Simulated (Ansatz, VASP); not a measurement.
# Ga4SbAs: VASP beside Ansatz

```
CELL_PARAMETERS angstrom
0.00000 4.80295 4.80295
4.80295 0.00000 4.80295
4.80295 4.80295 0.00000
ATOMIC_POSITIONS crystal
Ga 0.09450 0.09450 0.09450
Ga 0.09450 0.09450 0.71651
Ga 0.09450 0.71651 0.09450
Ga 0.71651 0.09450 0.09450
Sb 0.25000 0.25000 0.25000
As 0.50000 0.50000 0.50000
```

Alike in both runs: functional PBE; k mesh 4 × 4 × 4; occupations gaussian, width 0.1 eV; no spin polarisation.

Ansatz relaxed the structure, and its values are those at the end. VASP's run is a single point on that final structure, the one shown.

|  | VASP | Ansatz |
| --- | --- | --- |
| version | VASP 6.6.1 | Ansatz 0.2.0 |
| potentials or method | VASP PAW PBE potentials, release 64 (Ga_d, Sb, As), cutoff 520 eV | scalar-relativistic, plane waves, PAW |
| valence electrons in the cell | 62 | 82 |

Ansatz gave:

| Property | Result |
| --- | --- |
| gap on the k mesh at the Fermi level (eV) | none |
| pressure (GPa) | 0.0 |
| rms of the force components (eV/Å) | 0.005 |

Problem. Which values does VASP return?

Solution. gap on the k mesh at the Fermi level (eV): none; pressure (GPa): 0.1; rms of the force components (eV/Å): 0.005.

A gap of «none» marks a metal or a gap that the smearing closes. The functional is the same, so the differences come from potentials, cutoffs and numerics. VASP's potentials hold 62 valence electrons a cell and Ansatz's 82, so a difference there can come from the potentials and not from the codes.

Neither program's run includes spin-orbit coupling.
